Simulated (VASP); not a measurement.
# ScAl3N4 (wurtzite Al6Sc2N8) (Cmc2_1) in VASP: further runs, part 2 of 2

VASP 6.6.1.

**3. Relaxation of cell and atoms, PBE**

This run uses another cell than the first one, of 11.09 Å³/atom, 0.953 times its volume.

INCAR

```
SYSTEM = ScAl3N4
PREC     = Accurate       ! precision mode
ENCUT    = 600            ! plane-wave cutoff, eV
EDIFF    = 1E-6           ! SCF threshold, eV
ISMEAR   = 0              ! smearing method
SIGMA    = 0.01           ! smearing width, eV
LREAL    = Auto         
LASPH    = .TRUE.         ! aspherical terms in the spheres
NELM     = 80             ! most SCF steps
ALGO     = Normal         ! electronic algorithm
ISIF     = 3              ! what is computed and relaxed
LWAVE    = .FALSE.        ! write WAVECAR
LCHARG   = .FALSE.        ! write CHGCAR
GGA      = PE             ! functional
IBRION   = 2              ! ionic algorithm
NSW      = 80             ! ionic steps
EDIFFG   = -0.01          ! ionic threshold
```

KPOINTS

```
regular mesh
0
G
  4 4 5
  0 0 0
```

POSCAR

```
ScAl3N4
1.0
    6.4000000000      0.0000000000      0.0000000000
   -3.2000000000      5.5425625842      0.0000000000
    0.0000000000      0.0000000000      5.0000000000
Al Sc N
6 2 8
Direct
    0.3333333333      0.1666666667      0.5000000000
    0.1666666667      0.8333333333      0.0000000000
    0.3333333333      0.6666666667      0.5000000000
    0.6666666667      0.3333333333      0.0000000000
    0.6666666667      0.8333333333      0.0000000000
    0.8333333333      0.6666666667      0.5000000000
    0.1666666667      0.3333333333      0.0000000000
    0.8333333333      0.1666666667      0.5000000000
    0.1666666667      0.3333333333      0.3820000000
    0.3333333333      0.1666666667      0.8820000000
    0.1666666667      0.8333333333      0.3820000000
    0.3333333333      0.6666666667      0.8820000000
    0.6666666667      0.3333333333      0.3820000000
    0.8333333333      0.1666666667      0.8820000000
    0.6666666667      0.8333333333      0.3820000000
    0.8333333333      0.6666666667      0.8820000000
```

Potentials or basis: VASP PAW PBE potentials, release 64 (Al, Sc_sv, N).

Run with:

```console
cat potpaw_PBE.64/Al/POTCAR potpaw_PBE.64/Sc_sv/POTCAR potpaw_PBE.64/N/POTCAR > POTCAR
mpirun -np 1 vasp_std > vasp.out
```

OUTCAR:

```text
SYSTEM = ScAl3N4
   PREC = Accurate
   ENCUT = 600
   EDIFF = 1E-6
   ISMEAR = 0
   LREAL = Auto
   LASPH = .TRUE.
   NELM = 80
   ISIF = 3
   GGA = PE
   IBRION = 2
   NSW = 80
   EDIFFG = -0.01

 ion  position               nearest neighbor table
   1  0.333  0.167  0.500-  10 1.91   9 1.94  11 1.94  13 1.94   7 3.11   7 3.11   2 3.11   2 3.11
                             4 3.11   4 3.11   3 3.20   6 3.20   3 3.20   6 3.20   8 3.20   8 3.20
   2  0.167  0.833  0.000-  11 1.91  12 1.94  10 1.94  16 1.94   3 3.11   3 3.11   1 3.11   1 3.11
                             6 3.11   6 3.11   7 3.20   4 3.20   7 3.20   4 3.20   5 3.20   5 3.20
   3  0.333  0.667  0.500-  12 1.91  11 1.94   9 1.94  15 1.94   2 3.11   2 3.11   7 3.11   7 3.11
                             5 3.11   5 3.11   8 3.20   1 3.20   1 3.20   8 3.20   6 3.20   6 3.20
   4  0.667  0.333  0.000-  13 1.91  14 1.94  16 1.94  10 1.94   8 3.11   8 3.11   6 3.11   6 3.11
                             1 3.11   1 3.11   5 3.20   2 3.20   5 3.20   2 3.20   7 3.20   7 3.20
   5  0.667  0.833  0.000-  15 1.91  16 1.94  14 1.94  12 1.94   6 3.11   6 3.11   8 3.11   8 3.11
                             3 3.11   3 3.11   4 3.20   7 3.20   4 3.20   7 3.20   2 3.20   2 3.20
   6  0.833  0.667  0.500-  16 1.91  15 1.94  13 1.94  11 1.94   5 3.11   5 3.11   4 3.11   4 3.11
                             2 3.11   2 3.11   8 3.20   1 3.20   8 3.20   1 3.20   3 3.20   3 3.20
   7  0.167  0.333  0.000-   9 1.91  10 1.94  12 1.94  14 1.94   1 3.11   1 3.11   3 3.11   3 3.11
                             8 3.11   8 3.11   2 3.20   5 3.20   2 3.20   5 3.20   4 3.20   4 3.20
   8  0.833  0.167  0.500-  14 1.91  13 1.94  15 1.94   9 1.94   4 3.11   4 3.11   5 3.11   5 3.11
                             7 3.11   7 3.11   3 3.20   6 3.20   6 3.20   3 3.20   1 3.20   1 3.20
   9  0.167  0.333  0.382-   7 1.91   1 1.94   3 1.94   8 1.94
  10  0.333  0.167  0.882-   1 1.91   7 1.94   2 1.94   4 1.94
  11  0.167  0.833  0.382-   2 1.91   3 1.94   1 1.94   6 1.94
  12  0.333  0.667  0.882-   3 1.91   2 1.94   7 1.94   5 1.94
  13  0.667  0.333  0.382-   4 1.91   8 1.94   6 1.94   1 1.94
  14  0.833  0.167  0.882-   8 1.91   4 1.94   5 1.94   7 1.94
  15  0.667  0.833  0.382-   5 1.91   6 1.94   8 1.94   3 1.94
  16  0.833  0.667  0.882-   6 1.91   5 1.94   4 1.94   2 1.94

  LATTYP: Found a hexagonal cell.
 ALAT       =     6.4000000000
 C/A-ratio  =     0.7812500000

  Lattice vectors:

 A1 = (   6.4000000000,   0.0000000000,   0.0000000000)
 A2 = (  -3.2000000000,   5.5425625842,   0.0000000000)
 A3 = (   0.0000000000,   0.0000000000,   5.0000000000)

Analysis of symmetry for initial positions (statically):
=====================================================================
 Subroutine PRICEL returns:
 Original cell was already a primitive cell.

 Routine SETGRP: Setting up the symmetry group for a
 hexagonal supercell.

 Subroutine GETGRP returns: Found  4 space group operations
 (whereof  1 operations were pure point group operations)
 out of a pool of 24 trial point group operations.

The static configuration has the point symmetry C_1 .
 The point group associated with its full space group is C_2v.

Analysis of symmetry for dynamics (positions and initial velocities):
=====================================================================
 Subroutine PRICEL returns:
 Original cell was already a primitive cell.

 Routine SETGRP: Setting up the symmetry group for a
 hexagonal supercell.

 Subroutine GETGRP returns: Found  4 space group operations
 (whereof  1 operations were pure point group operations)
 out of a pool of 24 trial point group operations.

The dynamic configuration has the point symmetry C_1 .
 The point group associated with its full space group is C_2v.

 Subroutine INISYM returns: Found  4 space group operations
[... 104 lines left out ...]
   number of dos      NEDOS =    301   number of ions     NIONS =     16
   total plane-waves  NPLWV = 116640
   dimension x,y,z NGX =    54 NGY =   54 NGZ =   40
   dimension x,y,z NGXF=   108 NGYF=  108 NGZF=   80
   ions per type =               6   2   8
   NGX,Y,Z   is equivalent  to a cutoff of  14.03, 14.03, 13.30 a.u.
   NGXF,Y,Z  is equivalent  to a cutoff of  28.05, 28.05, 26.60 a.u.
 SYSTEM =  ScAl3N4
   PREC   = accura    normal or accurate (medium, high low for compatibility)
   ISTART =      0    job   : 0-new  1-cont  2-samecut
   ICHARG =      2    charge: 1-file 2-atom 10-const
   ISPIN  =      1    spin polarized calculation?
   LNONCOLLINEAR =      F non collinear calculations
   LSORBIT =      F    spin-orbit coupling
   LASPH  =      T    aspherical Exc in radial PAW
   ENCUT  =  600.0 eV  44.10 Ry    6.64 a.u.  12.78 12.78  9.99*2*pi/ulx,y,z
   NELM   =     80;   NELMIN=  2; NELMDL= -5     # of ELM steps
   EDIFF  = 0.1E-05   stopping-criterion for ELM
   LREAL  =      T    real-space projection
   EDIFFG = -.1E-01   stopping-criterion for IOM
   NSW    =     80    number of steps for IOM
   IBRION =      2    ionic relax: 0-MD 1-quasi-New 2-CG
   NFREE  =      1    steps in history (QN), initial steepest desc. (CG)
   ISIF   =      3    stress and relaxation
   ISYM   =      2    0-nonsym 1-usesym 2-fastsym
   POTIM  = 0.5000    time-step for ionic-motion
   TEBEG  =    0.0;   TEEND  =   0.0 temperature during run
   PSTRESS=    0.0 pullay stress
   NELECT =      80.0000    total number of electrons
   NUPDOWN=      -1.0000    fix difference up-down
   EMIN   =  10.00;   EMAX   =-10.00  energy-range for DOS
   EFERMI =   0.00;   METHOD = LEGACY
   ISMEAR =     0;   SIGMA  =   0.01  broadening in eV -4-tet -1-fermi 0-gaus
   EFERMI_NEDOS =   21; number of points for ismear=-14 and -15
   IALGO  =     38    algorithm
   IMIX   =      4    mixing-type and parameters
     AMIX     =   0.40;   BMIX     =  1.00
     AMIX_MAG =   1.60;   BMIX_MAG =  1.00
  volume/ion in A,a.u.               =      11.09        74.81
  Fermi-wavevector in a.u.,A,eV,Ry     =   1.255504  2.372558 21.446718  1.576289
  Thomas-Fermi vector in A             =   2.389257
   LORBIT       =      0    0 simple, 1 ext, 2 COOP (PROOUT), +10 PAW based schemes
   GGA     = PE    functional components
   LHFCALC =     F    Hartree Fock is set to
   AEXX    =    0.0000 exact exchange contribution
   IVDW    =     0    specifies the selected vdW correction
   LEPSILON=     F    determine dielectric tensor
   LRPA    =     F    only Hartree local field effects (RPA)
 conjugate gradient relaxation of ions
 non-spin polarized calculation
 Gauss-broadening in eV      SIGMA  =   0.01
  energy-cutoff  :      600.00
  volume of cell :      177.36
 maximum number of plane-waves:      5950
 NGX is ok and might be reduce to    54
   NGX = 25   NGY = 25   NGZ = 19

--------------------------------------- Ionic step        1  -------------------------------------------

 number of electron      79.9999995 magnetization

 Free energy of the ion-electron system (eV)
  ---------------------------------------------------
  ext. energy  EPLUGINS =         0.00000000
  ---------------------------------------------------
  free energy    TOTEN  =      -122.46058272 eV

  energy without entropy =     -122.46058272  energy(sigma->0) =     -122.46058272

------------------------ aborting loop because EDIFF is reached ----------------------------------------

  FORCE on cell =-STRESS in cart. coord.  units (eV):
  Direction    XX          YY          ZZ          XY          YZ          ZX
  --------------------------------------------------------------------------------------
  -------------------------------------------------------------------------------------
  Total       10.3218282     10.3290906     15.9561957     -0.0062894      0.0000000      0.0000000
  in kB       93.2409358     93.3065397    144.1382858     -0.0568147      0.0000000      0.0000000
  external PRESSURE =     110.2285871 kB  Pullay stress =       0.0000000 kB
[... 131 lines left out ...]
  FREE ENERGIE OF THE ION-ELECTRON SYSTEM (eV)
  ---------------------------------------------------
  free  energy   TOTEN  =      -124.0384886146 eV

  energy  without entropy=     -124.0384886146  energy(sigma->0) =     -124.03848861

[... ionic steps 4 to 15 ...]

--------------------------------------- Ionic step       16  -------------------------------------------

 number of electron      80.0000007 magnetization

------------------------ aborting loop because EDIFF is reached ----------------------------------------
[... 95 lines left out ...]
--------------------------------------- Ionic step       18  -------------------------------------------

 number of electron      80.0000007 magnetization

 Free energy of the ion-electron system (eV)
  ---------------------------------------------------
  ext. energy  EPLUGINS =         0.00000000
  ---------------------------------------------------
  free energy    TOTEN  =      -124.25800115 eV

  energy without entropy =     -124.25800115  energy(sigma->0) =     -124.25800115

 E-fermi :   5.0799     XC(G=0): -10.7512

 val. band max:        4.9282116127   @ k =   0.0000   0.0000   0.0000
 cond. band min:       8.6085967881   @ k =   0.2500   0.2500   0.0000
 fundamental gap:      3.6803851754
 Fermi energy:         5.0798619691

 k-point     1 :       0.0000    0.0000    0.0000
  band No.  band energies     occupation
      1     -41.9862      2.00000
      2     -41.9572      2.00000
      3     -20.8291      2.00000
      4     -20.7942      2.00000
      5     -20.7595      2.00000
      6     -20.7301      2.00000
[... 1124 lines left out ...]
  FREE ENERGIE OF THE ION-ELECTRON SYSTEM (eV)
  ---------------------------------------------------
  free  energy   TOTEN  =      -124.2580011456 eV

  energy  without entropy=     -124.2580011456  energy(sigma->0) =     -124.25800115

 reached required accuracy - stopping structural energy minimisation
```

It took 30 min on 1 thread of Intel Xeon 6975P-C (Granite Rapids), shared host; peak memory 0.44 GiB.

What came out:

```yaml
Free_energy: -124.2580 eV
Relaxed_volume: 11.51 Å³/atom
Relaxed_cell: a = 6.479 Å, b = 6.509 Å, c = 5.052 Å, α = 90.00°, β = 90.00°, γ = 120.15°
Space_group_after_relaxing_to_0.05_Å: Cmc2_1 (No. 36)
Energy_gained_by_relaxing: 112.3 meV/atom
Ionic_steps: 18
Pressure_after_relaxing: 0.0 GPa
Largest_force_after_relaxing: 0.005 eV/Å
Band_gap_on_the_k_mesh: 3.68 eV, indirect (least direct gap 3.71 eV)
```

Forces in eV/Å, atoms in the order of the input:
```
Al   0.000 -0.001  0.001
Al   0.003  0.002 -0.001
Al  -0.001  0.001  0.001
Al   0.000  0.001  0.001
Al   0.001 -0.001  0.001
Al  -0.003 -0.002 -0.001
Sc  -0.003 -0.002  0.004
Sc   0.003  0.002  0.004
N   -0.001 -0.001  0.000
N   -0.001 -0.002 -0.004
N    0.000  0.000  0.002
N   -0.003  0.000 -0.004
N    0.001  0.002 -0.004
N    0.001  0.001  0.000
N    0.003  0.000 -0.004
N    0.000  0.000  0.002
```

Step by step:
| step | energy change (eV) | largest force (eV/Å) | pressure (GPa) | volume (Å³) |
| --- | --- | --- | --- | --- |
| 1 | 0.0000 | 4.2296 | 11.02 | 177.36 |
| 2 | -1.1115 | 1.0856 | -10.55 | 197.65 |
| 3 | -1.5779 | 0.6935 | -4.32 | 189.82 |
| 4 | -1.7648 | 0.4227 | 0.94 | 183.58 |
| 5 | -1.7655 | 0.4024 | 0.61 | 183.94 |
| 6 | -1.7846 | 0.2068 | -0.03 | 184.46 |
| 7 | -1.7853 | 0.1796 | -0.18 | 184.59 |
| 8 | -1.7933 | 0.0858 | -0.13 | 184.44 |
| 9 | -1.7941 | 0.1114 | -0.10 | 184.38 |
| 10 | -1.7966 | 0.0363 | 0.09 | 184.14 |
| 11 | -1.7966 | 0.0409 | 0.12 | 184.11 |
| 12 | -1.7971 | 0.0222 | -0.08 | 184.29 |
| 13 | -1.7971 | 0.0222 | -0.07 | 184.28 |
| 14 | -1.7973 | 0.0169 | 0.02 | 184.20 |
| 15 | -1.7973 | 0.0226 | 0.06 | 184.16 |
| 16 | -1.7974 | 0.0111 | -0.02 | 184.24 |
| 17 | -1.7974 | 0.0110 | -0.02 | 184.24 |
| 18 | -1.7974 | 0.0052 | 0.00 | 184.23 |

Final structure:
```
CELL_PARAMETERS angstrom
6.47933 -0.01689 0.00000
-3.25429 5.63660 0.00000
0.00000 0.00000 5.05195
ATOMIC_POSITIONS crystal
Al 0.33524 0.16429 0.49948
Al 0.16981 0.83490 0.99547
Al 0.33524 0.67095 0.49948
Al 0.66476 0.33571 0.99948
Al 0.66476 0.82905 0.99948
Al 0.83019 0.66510 0.49547
Sc 0.17773 0.33887 0.99106
Sc 0.82227 0.16113 0.49106
N 0.18276 0.34138 0.41374
N 0.34552 0.15439 0.87496
N 0.16495 0.83247 0.37884
N 0.34552 0.69113 0.87496
N 0.65448 0.34561 0.37496
N 0.81724 0.15862 0.91374
N 0.65448 0.80887 0.37496
N 0.83505 0.66753 0.87884
```
